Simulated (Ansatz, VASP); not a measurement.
One calculation of Ti3GePt, two programs

```xyz
5
Lattice="4.2445 0.0000 0.0000 -2.1222 3.6758 0.0000 0.0000 0.0000 4.8947" Properties=species:S:1:pos:R:3 pbc="T T T"
Ti    2.1222    0.0000    2.4474
Ti   -1.0611    1.8379    2.4474
Ti    1.0611    1.8379    2.4474
Ge    0.0000    0.0000    2.4474
Pt    0.0000    0.0000    0.0000
```

Alike in both runs: task relaxation of cell and atoms; functional PBE; k mesh 6 × 6 × 4; occupations gaussian, width 0.1 eV; no spin polarisation.

|  | VASP | Ansatz |
| --- | --- | --- |
| version | VASP 6.6.1 | Ansatz 0.2.0 |
| potentials or method | VASP PAW PBE potentials, release 64 (Ti_sv, Ge_d, Pt), cutoff 600 eV | scalar-relativistic, plane waves, PAW |
| valence electrons in the cell | 60 | 68 |

|  | VASP | Ansatz | Ansatz less VASP |
| --- | --- | --- | --- |
| gap on the k mesh at the Fermi level, each at its own relaxed structure (eV) | none | none | - |
| relaxed volume (Å³/atom) | 21.74 | 21.79 | +0.042 |
| relaxed length of the cell vector where the two differ most in proportion (Å) | 5.246 | 5.252 | +0.0063 |

A gap of «none» marks a metal or a gap that the smearing closes. VASP's potentials hold 60 valence electrons a cell and Ansatz's 68, so a difference there can come from the potentials and not from the codes.

Neither program's run includes spin-orbit coupling. Noted on VASP's run: the volume moved by over 15 % at a fixed basis, so the end points are rough.
